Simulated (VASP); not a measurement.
## C: single point with LDA

Crystal: C.

```xyz
2
Lattice="0.0000 2.0108 1.6731 1.6135 0.0000 1.6731 1.6135 2.0108 0.0000" Properties=species:S:1:pos:R:3 pbc="T T T"
C     1.6135    2.0108    1.6731
C     2.4202    3.0162    2.5096
```

This cell differs from its parent crystal: strain +e along x and -e along y -0.1125, strain +e along z and -e/2 along x and y -0.0525.

```
Program                : VASP 6.6.1
Task                   : single point
Functional             : LDA
Potentials or basis    : VASP PAW LDA potentials, release 64 (C)
Cutoff                 : 520 eV
k mesh                 : 12 × 12 × 12
Occupations            : gaussian, width 0.05 eV
Spin                   : no spin polarisation
Dipole correction      : no
Further INCAR settings : ALGO = Normal; EDIFF = 1e-07; NBANDS = 11
```

* Pressure: 9.7 GPa
* Band gap on the k mesh: 0.99 eV, indirect (least direct gap 3.57 eV)

Stress tensor (GPa, compression positive):
```
  97.00    0.00    0.00
   0.00 -144.52    0.00
   0.00    0.00   76.70
```

Levels at points of the mesh, in eV from the valence-band top:
```tsv
k point	band 2	band 3	band 4	band 5	band 6	band 7
(0.00, 0.00, 0.00)	-4.01	-0.32	0.00	3.57	4.01	6.25
(0.50, 0.00, 0.00)	-15.20	-6.34	-2.14	3.18	7.88	11.30
(0.50, 0.50, 0.00)	-13.46	-8.40	-8.40	2.51	2.51	13.76
(0.50, 0.00, 0.50)	-16.38	-5.67	-5.67	6.77	6.77	14.64
(0.00, 0.50, 0.50)	-12.84	-8.99	-8.99	1.58	1.58	14.40
```

It took 37 s on 1 thread of Intel Xeon 8259CL, on a shared host, peak memory 0.13 GiB.

Caveat: the cell differs from its parent crystal (strain +e along x and -e along y -0.1125, strain +e along z and -e/2 along x and y -0.0525). A k mesh can miss the band edges.
